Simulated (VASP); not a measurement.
Here is a VASP 6.6.1 calculation.

The input INCAR:

```
  PREC = Accurate
  ENCUT = 520
  EDIFF = 1E-7
  ISMEAR = 0
  SIGMA = 0.05
  LREAL = False
  LASPH = True
  NELM = 60
  ALGO = Normal
  ISIF = 2
  LWAVE = False
  LCHARG = False
  GGA = PE
  NBANDS = 16
```

Contents of KPOINTS:

```
regular mesh
0
Gamma
  8 8 8
```

File POSCAR:

```
ZnS
1.0
    0.0000000000      2.7215639846      2.7215639846
    2.7215639846      0.0000000000      2.7215639846
    2.7215639846      2.7215639846      0.0000000000
Zn S
1 1
Direct
    0.0000000000      0.0000000000      0.0000000000
    0.6397692644      0.6397692644      0.7822858350
```

Potentials or basis: VASP PAW PBE potentials, release 64 (Zn, S).

Command:

```bash
$ cat potpaw_PBE.64/Zn/POTCAR potpaw_PBE.64/S/POTCAR > POTCAR
$ mpirun -np 1 vasp_std > vasp.out
```

What does it give for the largest force?

2.274 eV/Å.

Estimate the pressure.

8.7 GPa.

What does it give for the band gap on the k mesh?

2.01 eV.

Stress tensor (GPa, compression positive):
```
 11.94 -11.57   0.06
-11.57  11.94   0.06
  0.06   0.06   2.15
```

Caveat: the cell differs from its parent crystal (atom 2 (S) moved by (-0.300, -0.600) A along [1 1 0] and z); the cell stands under pressure; forces of over 1 eV/Å act on the atoms, so gaps and moduli don't describe the material at rest. A k mesh can miss the band edges.
